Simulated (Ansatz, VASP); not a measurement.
## NaF: VASP beside Ansatz

File POSCAR:

```
NaF
1.0
    2.2970715533      2.2970715533      0.0000000000
   -2.2970715533      2.2970715533      0.0000000000
    0.0000000000      2.2970715533      2.2970715533
Na F
1 1
Direct
    0.0000000000      0.0000000000      0.0000000000
    0.5000000000      0.5000000000      0.0000000000
```

INCAR.step1

```
PREC = Accurate
ENCUT = 660
ISMEAR = 0
SIGMA = 0.01
LREAL = F
LASPH = T
NELM = 120
NBANDS = 14
GGA = PE
ALGO = Normal
EDIFF = 1E-5
LWAVE = T
LCHARG = F
GGA_COMPAT = F
```

The input INCAR.step2:

```
PREC = Accurate
ENCUT = 660
EDIFF = 1E-6
ISMEAR = 0
SIGMA = 0.01
LREAL = F
LASPH = T
NELM = 120
ALGO = Normal
ISIF = 2
LWAVE = F
LCHARG = T
METAGGA = R2SCAN
LMIXTAU = T
LELF = T
LVHAR = T
NBANDS = 14
ISTART = 1
GGA_COMPAT = F
```

KPOINTS

```
Automatic mesh
0
Gamma
  8 8 8
```

Input for Ansatz:

```yaml
crystal:
  lattice:
    - [2.29707155327, 2.29707155327, 0.0]
    - [-2.29707155327, 2.29707155327, 0.0]
    - [0.0, 2.29707155327, 2.29707155327]
  atoms:
    - { symbol: Na, position: [0.0, 0.0, 0.0] }
    - { symbol: F, position: [0.5, 0.5, 0.0] }
kpoints:
  mp_grid: { grid: [8, 8, 8] }
scf:
  occupations: { method: fixed }
hamiltonian:
  xc: r2scan
  pseudopotentials: { kind: paw }
output:
  forces: true
  stress: true
  eigenvalues: true
  eigenstates:
    nscf_kmesh: { grid: [12, 12, 12] }
    de_dk: true
    e_range: [-9, 17.28222271821]
checkpoint:
  write: ck
  write_wavefunctions: false
```

Alike in both runs: task single point; functional r2SCAN; k mesh 8 × 8 × 8; no spin polarisation.

|  | VASP | Ansatz |
| --- | --- | --- |
| version | VASP 6.6.1 | Ansatz 0.2.0 |
| potentials or method | VASP PAW PBE potentials, release 64 (Na_pv, F) | PAW with Ansatz's default frozen-core files, scalar-relativistic |
| plane-wave cutoff (eV) | 660 | 500 |
| occupations | gaussian, width 0.01 eV | fixed |
| valence electrons in the cell | 14 | 16 |

|  | VASP | Ansatz | Ansatz less VASP |
| --- | --- | --- | --- |
| gap on the k mesh at the Fermi level (eV) | 7.32 | 7.28 | -0.041 |
| pressure (GPa) | -0.8 | 0.0 | +0.82 |

VASP's potentials were made for PBE, not for r2SCAN. VASP's potentials hold 14 valence electrons a cell and Ansatz's 16, so a difference there can come from the potentials and not from the codes.
